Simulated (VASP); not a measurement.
Here is a VASP 6.6.1 calculation.

The input POSCAR:

```
Se
1.0
    4.0857512793      0.0000000000      0.0000000000
   -2.0428756396      3.5383644014      0.0000000000
    0.0000000000      0.0000000000      4.7978814918
Se
3
Direct
    0.2508663536      0.0000000000      0.3333333333
    0.0000000000      0.2508663536      0.6666666667
    0.7491336464      0.7491336464      0.0000000000
```

File INCAR.step1:

```
PREC     = Accurate       # precision mode
ENCUT    = 520            # plane-wave cutoff, eV
ISMEAR   = 0              # smearing method
SIGMA    = 0.01           # smearing width, eV
LREAL    = F              # projectors in reciprocal space
LASPH    = T              # aspherical terms in the spheres
NELM     = 60             # most SCF steps
NBANDS   = 16             # bands
GGA      = PE             # functional
ALGO     = Normal         # electronic algorithm
EDIFF    = 1E-4           # SCF threshold, eV
LWAVE    = T              # write WAVECAR
LCHARG   = F              # write CHGCAR
```

INCAR.step2

```
PREC     = Accurate       # precision mode
ENCUT    = 520            # plane-wave cutoff, eV
EDIFF    = 1E-6           # SCF threshold, eV
ISMEAR   = 0              # smearing method
SIGMA    = 0.01           # smearing width, eV
LREAL    = F              # projectors in reciprocal space
LASPH    = T              # aspherical terms in the spheres
NELM     = 60             # most SCF steps
ALGO     = Normal         # electronic algorithm
ISIF     = 2              # what is computed and relaxed
LWAVE    = F              # write WAVECAR
LCHARG   = F              # write CHGCAR
METAGGA  = R2SCAN         # meta-GGA
LMIXTAU  = T            
NBANDS   = 16             # bands
ISTART   = 1
```

Contents of KPOINTS:

```
Automatic mesh
0
Gamma
  12 12 6
```

Potentials or basis: VASP PAW PBE potentials, release 64 (Se).

Run with:

```console
$ cat potpaw_PBE.64/Se/POTCAR > POTCAR
$ cp INCAR.step1 INCAR
$ mpirun -np 1 vasp_std > vasp.out
$ cp INCAR.step2 INCAR
$ mpirun -np 1 vasp_std > vasp.out
```

(1) Estimate the band gap on the k mesh.

(2) Predict the largest force.

## Answers

(1) 0.61 eV (least direct gap 1.42 eV).

(2) 0.036 eV/Å.

Caveat: the cell differs from its parent crystal (strain -4.8%); the PAW data sets were made with another functional, which shifts forces and pressure a little.
